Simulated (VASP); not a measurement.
# SiC (Moissanite 3C) (F-43m) in VASP: single point with PBE

Aim: the single point of SiC (Moissanite 3C) with PBE.

All numbers are computed with VASP 6.6.1; they aren't measurements. Logs are shortened: lines on timing, memory, paths and dates and some standing lists are left out, and cuts for length are marked.

## (1) The cell of the first run

It takes space group F-43m (No. 216, cubic). Conventional cell: a = 4.358 Å, b = 4.358 Å, c = 4.358 Å, α = 90.00°, β = 90.00°, γ = 90.00°. Si (site symmetry -43m) has 4 C at 1.89 Å within 2.5 Å. Within 2.5 Å of C (site symmetry -43m) lie 4 Si at 1.89 Å.

## (2) Single point, PBE

INCAR reads:

```
SYSTEM = SiC
  ALGO = Normal
  EDIFF = 1E-6
  ENCUT = 520
  GGA = PE
  ISIF = 2
  ISMEAR = 0
  LASPH = .True.
  LCHARG = .False.
  LREAL = .False.
  LWAVE = .False.
  NBANDS = 11
  NELM = 80
  PREC = Accurate
  SIGMA = 0.01
```

KPOINTS reads:

```
k-points
0
Gamma
  7 7 7
  0 0 0
```

POSCAR reads:

```
SiC
1.0
    0.0000000000      2.1790000000      2.1790000000
    2.1790000000      0.0000000000      2.1790000000
    2.1790000000      2.1790000000      0.0000000000
Si C
1 1
Direct
    0.0000000000      0.0000000000      0.0000000000
    0.2500000000      0.2500000000      0.2500000000
```

Potentials or basis: VASP PAW PBE potentials, release 64 (Si, C).

Command:

```sh
> cat potpaw_PBE.64/Si/POTCAR potpaw_PBE.64/C/POTCAR > POTCAR
> mpirun -np 1 vasp_std > vasp.out
```

OUTCAR:

```text
SYSTEM = SiC
   EDIFF = 1E-6
   ENCUT = 520
   GGA = PE
   ISIF = 2
   ISMEAR = 0
   LASPH = .True.
   LREAL = .False.
   NELM = 80
   PREC = Accurate

 ion  position               nearest neighbor table
   1  0.000  0.000  0.000-   2 1.89   2 1.89   2 1.89   2 1.89
   2  0.250  0.250  0.250-   1 1.89   1 1.89   1 1.89   1 1.89

  LATTYP: Found a face centered cubic cell.
 ALAT       =     4.3580000000

  Lattice vectors:

 A1 = (   0.0000000000,   2.1790000000,   2.1790000000)
 A2 = (   2.1790000000,   0.0000000000,   2.1790000000)
 A3 = (   2.1790000000,   2.1790000000,   0.0000000000)

Analysis of symmetry for initial positions (statically):
=====================================================================
 Subroutine PRICEL returns:
 Original cell was already a primitive cell.

 Routine SETGRP: Setting up the symmetry group for a
 face centered cubic supercell.

 Subroutine GETGRP returns: Found 24 space group operations
 (whereof 24 operations were pure point group operations)
 out of a pool of 48 trial point group operations.

The static configuration has the point symmetry T_d .

Analysis of symmetry for dynamics (positions and initial velocities):
=====================================================================
 Subroutine PRICEL returns:
 Original cell was already a primitive cell.

 Routine SETGRP: Setting up the symmetry group for a
 face centered cubic supercell.

 Subroutine GETGRP returns: Found 24 space group operations
 (whereof 24 operations were pure point group operations)
 out of a pool of 48 trial point group operations.

The dynamic configuration has the point symmetry T_d .

 Subroutine INISYM returns: Found 24 space group operations
 (whereof 24 operations are pure point group operations),
 and found     1 'primitive' translations

----------------------------------------------------------------------------------------

                                     Primitive cell

  volume of cell :      20.6920

  direct lattice vectors                    reciprocal lattice vectors
     0.000000000  2.179000000  2.179000000    -0.229463056  0.229463056  0.229463056
     2.179000000  0.000000000  2.179000000     0.229463056 -0.229463056  0.229463056
     2.179000000  2.179000000  0.000000000     0.229463056  0.229463056 -0.229463056

  length of vectors
     3.081571352  3.081571352  3.081571352     0.397441672  0.397441672  0.397441672

  position of ions in fractional coordinates (direct lattice)
     0.000000000  0.000000000  0.000000000
     0.250000000  0.250000000  0.250000000

  ion indices of the primitive-cell ions
   primitive index   ion index
                 1           1
                 2           2

----------------------------------------------------------------------------------------

 KPOINTS: k-points

Automatic generation of k-mesh.
 Grid dimensions read from file:
 generate k-points for:    7    7    7

 Generating k-lattice:

  Cartesian coordinates                     Fractional coordinates (reciprocal lattice)
    -0.032780437  0.032780437  0.032780437     0.142857143  0.000000000  0.000000000
     0.032780437 -0.032780437  0.032780437     0.000000000  0.142857143  0.000000000
     0.032780437  0.032780437 -0.032780437     0.000000000  0.000000000  0.142857143

  Length of vectors
     0.056777382  0.056777382  0.056777382

  Shift w.r.t. Gamma in fractional coordinates (k-lattice)
     0.000000000  0.000000000  0.000000000

 Subroutine IBZKPT returns following result:
 ===========================================

 Found     20 irreducible k-points:

 Following reciprocal coordinates:
            Coordinates               Weight
  0.000000  0.000000  0.000000      1.000000
  0.142857  0.000000  0.000000      8.000000
  0.285714  0.000000  0.000000      8.000000
  0.428571  0.000000  0.000000      8.000000
  0.142857  0.142857  0.000000      6.000000
  0.285714  0.142857  0.000000     24.000000
[... 12 lines left out ...]
 -0.428571  0.428571  0.142857     24.000000
 -0.285714  0.428571  0.142857     24.000000
   k-points           NKPTS =     20   k-points in BZ     NKDIM =     20   number of bands    NBANDS=     11
   number of dos      NEDOS =    301   number of ions     NIONS =      2
   total plane-waves  NPLWV =  13824
   dimension x,y,z NGX =    24 NGY =   24 NGZ =   24
   dimension x,y,z NGXF=    48 NGYF=   48 NGZF=   48
   ions per type =               1   1
   NGX,Y,Z   is equivalent  to a cutoff of  12.95, 12.95, 12.95 a.u.
   NGXF,Y,Z  is equivalent  to a cutoff of  25.90, 25.90, 25.90 a.u.
 SYSTEM =  SiC
   PREC   = accura    normal or accurate (medium, high low for compatibility)
   ISTART =      0    job   : 0-new  1-cont  2-samecut
   ICHARG =      2    charge: 1-file 2-atom 10-const
   ISPIN  =      1    spin polarized calculation?
   LNONCOLLINEAR =      F non collinear calculations
   LSORBIT =      F    spin-orbit coupling
   LASPH  =      T    aspherical Exc in radial PAW
   ENCUT  =  520.0 eV  38.22 Ry    6.18 a.u.   5.73  5.73  5.73*2*pi/ulx,y,z
   NELM   =     80;   NELMIN=  2; NELMDL= -5     # of ELM steps
   EDIFF  = 0.1E-05   stopping-criterion for ELM
   LREAL  =      F    real-space projection
   EDIFFG = 0.1E-04   stopping-criterion for IOM
   NSW    =      0    number of steps for IOM
   IBRION =     -1    ionic relax: 0-MD 1-quasi-New 2-CG
   NFREE  =      0    steps in history (QN), initial steepest desc. (CG)
   ISIF   =      2    stress and relaxation
   ISYM   =      2    0-nonsym 1-usesym 2-fastsym
   POTIM  = 0.5000    time-step for ionic-motion
   TEBEG  =    0.0;   TEEND  =   0.0 temperature during run
   PSTRESS=    0.0 pullay stress
   NELECT =       8.0000    total number of electrons
   NUPDOWN=      -1.0000    fix difference up-down
   EMIN   =  10.00;   EMAX   =-10.00  energy-range for DOS
   EFERMI =   0.00;   METHOD = LEGACY
   ISMEAR =     0;   SIGMA  =   0.01  broadening in eV -4-tet -1-fermi 0-gaus
   EFERMI_NEDOS =   21; number of points for ismear=-14 and -15
   IALGO  =     38    algorithm
   IMIX   =      4    mixing-type and parameters
     AMIX     =   0.40;   BMIX     =  1.00
     AMIX_MAG =   1.60;   BMIX_MAG =  1.00
  volume/ion in A,a.u.               =      10.35        69.82
  Fermi-wavevector in a.u.,A,eV,Ry     =   1.192626  2.253736 19.352338  1.422357
  Thomas-Fermi vector in A             =   2.328660
   LORBIT       =      0    0 simple, 1 ext, 2 COOP (PROOUT), +10 PAW based schemes
   GGA     = PE    functional components
   LHFCALC =     F    Hartree Fock is set to
   AEXX    =    0.0000 exact exchange contribution
   IVDW    =     0    specifies the selected vdW correction
   LEPSILON=     F    determine dielectric tensor
   LRPA    =     F    only Hartree local field effects (RPA)
 non-spin polarized calculation
 Gauss-broadening in eV      SIGMA  =   0.01
  energy-cutoff  :      520.00
  volume of cell :       20.69
 maximum number of plane-waves:       567
   NGX = 11   NGY = 11   NGZ = 11

 number of electron       8.0000001 magnetization

 Free energy of the ion-electron system (eV)
  ---------------------------------------------------
  ext. energy  EPLUGINS =         0.00000000
  ---------------------------------------------------
  free energy    TOTEN  =       -15.05435334 eV

  energy without entropy =      -15.05435334  energy(sigma->0) =      -15.05435334

 E-fermi :   8.2406     XC(G=0): -11.3555

 val. band max:        8.1097579232   @ k =   0.0000   0.0000   0.0000
 cond. band min:       9.7045656962   @ k =   0.4286   0.4286   0.0000
 fundamental gap:      1.5948077730
 Fermi energy:         8.2406491851

 k-point     1 :       0.0000    0.0000    0.0000
  band No.  band energies     occupation
      1      -7.2948      2.00000
      2       8.1098      2.00000
      3       8.1098      2.00000
      4       8.1098      2.00000
      5      14.3432      0.00000
      6      15.4147      0.00000
      7      15.4147      0.00000
      8      15.4147      0.00000
      9      22.6139      0.00000
     10      22.6139      0.00000
     11      24.5882      0.00000

 k-point     2 :       0.1429    0.0000    0.0000
  band No.  band energies     occupation
      1      -6.8976      2.00000
      2       6.2572      2.00000
      3       7.8556      2.00000
      4       7.8556      2.00000
      5      14.5356      0.00000
      6      15.8426      0.00000
      7      15.8426      0.00000
      8      16.1561      0.00000
      9      21.2352      0.00000
     10      21.2352      0.00000
     11      23.9965      0.00000

 k-point     3 :       0.2857    0.0000    0.0000
  band No.  band energies     occupation
      1      -5.7485      2.00000
      2       2.9930      2.00000
      3       7.3940      2.00000
      4       7.3940      2.00000
      5      13.9561      0.00000
      6      15.9284      0.00000
      7      15.9284      0.00000
      8      17.7696      0.00000
      9      21.6203      0.00000
     10      21.6203      0.00000
     11      23.2157      0.00000

 k-point     4 :       0.4286    0.0000    0.0000
  band No.  band energies     occupation
      1      -4.1470      2.00000
      2       0.1538      2.00000
      3       7.0970      2.00000
      4       7.0970      2.00000
      5      13.5888      0.00000
      6      15.4224      0.00000
      7      15.4224      0.00000
      8      18.1655      0.00000
      9      24.0417      0.00000
     10      24.3667      0.00000
     11      24.3667      0.00000

 k-point     5 :       0.1429    0.1429    0.0000
  band No.  band energies     occupation
      1      -6.7649      2.00000
      2       6.7139      2.00000
      3       7.2407      2.00000
      4       7.2407      2.00000
      5      14.0306      0.00000
      6      15.4361      0.00000
      7      16.7505      0.00000
      8      16.7505      0.00000
      9      19.2347      0.00000
     10      23.2125      0.00000
     11      26.4493      0.00000
[... 155 lines left out ...]
 k-point    17 :       0.4286    0.2857    0.1429
  band No.  band energies     occupation
      1      -4.7604      2.00000
      2       2.9457      2.00000
      3       4.6930      2.00000
      4       6.3873      2.00000
      5      13.2093      0.00000
      6      15.7213      0.00000
      7      16.6087      0.00000
      8      18.8557      0.00000
      9      20.8645      0.00000
     10      24.7514      0.00000
     11      27.9753      0.00000

 k-point    18 :      -0.4286    0.2857    0.1429
  band No.  band energies     occupation
      1      -3.2687      2.00000
      2       0.9496      2.00000
      3       3.9766      2.00000
      4       5.6280      2.00000
      5      13.2748      0.00000
      6      15.7383      0.00000
      7      17.8571      0.00000
      8      19.2191      0.00000
      9      21.4926      0.00000
     10      24.3838      0.00000
     11      28.1699      0.00000

 k-point    19 :      -0.4286    0.4286    0.1429
  band No.  band energies     occupation
      1      -2.6985      2.00000
      2       1.1985      2.00000
      3       3.8561      2.00000
      4       4.3320      2.00000
      5      11.7448      0.00000
      6      14.6924      0.00000
      7      18.7772      0.00000
      8      21.4466      0.00000
      9      21.8367      0.00000
     10      25.8002      0.00000
     11      29.5646      0.00000

 k-point    20 :      -0.2857    0.4286    0.1429
  band No.  band energies     occupation
      1      -2.2513      2.00000
      2       1.0469      2.00000
      3       2.6619      2.00000
      4       4.5188      2.00000
      5      12.7978      0.00000
      6      16.6868      0.00000
      7      18.2920      0.00000
      8      19.0355      0.00000
      9      21.7356      0.00000
     10      24.7471      0.00000
     11      29.5900      0.00000

------------------------ aborting loop because EDIFF is reached ----------------------------------------

  FORCE on cell =-STRESS in cart. coord.  units (eV):
  Direction    XX          YY          ZZ          XY          YZ          ZX
  --------------------------------------------------------------------------------------
  -------------------------------------------------------------------------------------
  Total        0.4171504      0.4171504      0.4171504      0.0000000      0.0000000      0.0000000
  in kB       32.2999314     32.2999314     32.2999314      0.0000000      0.0000000      0.0000000
  external PRESSURE =      32.2999314 kB  Pullay stress =       0.0000000 kB

 VOLUME and BASIS-vectors are now :
 -----------------------------------------------------------------------------
  energy-cutoff  :      520.00
  volume of cell :       20.69
      direct lattice vectors                 reciprocal lattice vectors
     0.000000000  2.179000000  2.179000000    -0.229463056  0.229463056  0.229463056
     2.179000000  0.000000000  2.179000000     0.229463056 -0.229463056  0.229463056
     2.179000000  2.179000000  0.000000000     0.229463056  0.229463056 -0.229463056

 POSITION                                       TOTAL-FORCE (eV/Angst)
 -----------------------------------------------------------------------------------
      0.00000      0.00000      0.00000         0.000000      0.000000      0.000000
      1.08950      1.08950      1.08950        -0.000000     -0.000000     -0.000000
 -----------------------------------------------------------------------------------
    total drift:                                0.000000      0.000000      0.000000

  FREE ENERGIE OF THE ION-ELECTRON SYSTEM (eV)
  ---------------------------------------------------
  free  energy   TOTEN  =       -15.0543533386 eV

  energy  without entropy=      -15.0543533386  energy(sigma->0) =      -15.05435334
```

Wall time 4 s (1 thread of Intel Xeon 6975P-C (Granite Rapids), shared host); peak memory 0.12 GiB.

Results:

```yaml
Free_energy: -15.0544 eV
Pressure: 3.2 GPa
Band_gap_on_the_k_mesh: 1.59 eV, indirect (least direct gap 4.67 eV)
```

Levels at points of the mesh, in eV from the valence-band top:
```
           k point  band 1  band 2  band 3  band 4  band 5  band 6  band 7  band 8
(0.00, 0.00, 0.00)  -15.40    0.00    0.00    0.00    6.23    7.30    7.30    7.30
```

A k mesh can miss the band edges.
